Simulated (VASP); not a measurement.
Input of a VASP 6.6.1 run:

The input POSCAR:

```
Zn
1.0
    2.6147231135      0.0000000000      0.0000000000
   -1.3073615567      2.2644166401      0.0000000000
    0.0000000000      0.0000000000      4.8409847696
Zn
2
Direct
    0.3333333350      0.6666666650      0.2500000000
    0.6666666650      0.3333333350      0.7500000000
```

File INCAR.step1:

```
SYSTEM = Zn
PREC = Accurate
ENCUT = 520
ISMEAR = 0
SIGMA = 0.1
LREAL = .FALSE.
LASPH = .TRUE.
NELM = 80
NBANDS = 19
GGA = PE
ALGO = Normal
EDIFF = 1E-4
LWAVE = .TRUE.
LCHARG = .FALSE.
```

INCAR.step2

```
SYSTEM = Zn
PREC = Accurate
ENCUT = 520
EDIFF = 1E-6
ISMEAR = 0
SIGMA = 0.1
LREAL = .FALSE.
LASPH = .TRUE.
NELM = 80
ALGO = Normal
ISIF = 2
LWAVE = .FALSE.
LCHARG = .TRUE.
METAGGA = R2SCAN
LMIXTAU = .TRUE.
LELF = .TRUE.
LVHAR = .TRUE.
NBANDS = 19
ISTART = 1
```

The input KPOINTS:

```
regular mesh
0
G
  24 24 10
  0 0 0
```

Potentials or basis: VASP PAW PBE potentials, release 64 (Zn).

Launch:

```bash
$ cat potpaw_PBE.64/Zn/POTCAR > POTCAR
$ cp INCAR.step1 INCAR
$ mpirun -np 1 vasp_std > vasp.out
$ cp INCAR.step2 INCAR
$ mpirun -np 1 vasp_std > vasp.out
```

Problem. Estimate the pressure.

Solution. 0.8 GPa.

Problem. What does it give for the band gap on the k mesh?

Solution. Zero (bands 12 and 13 overlap by 4.52 eV).

Stress tensor (GPa, compression positive):
```
0.20 0.00 0.00
0.00 0.20 0.00
0.00 0.00 2.03
```

Caveat: the cell differs from its parent crystal (uniaxial strain along c: -3.0 %); the PAW data sets were made with another functional, which shifts forces and pressure a little.
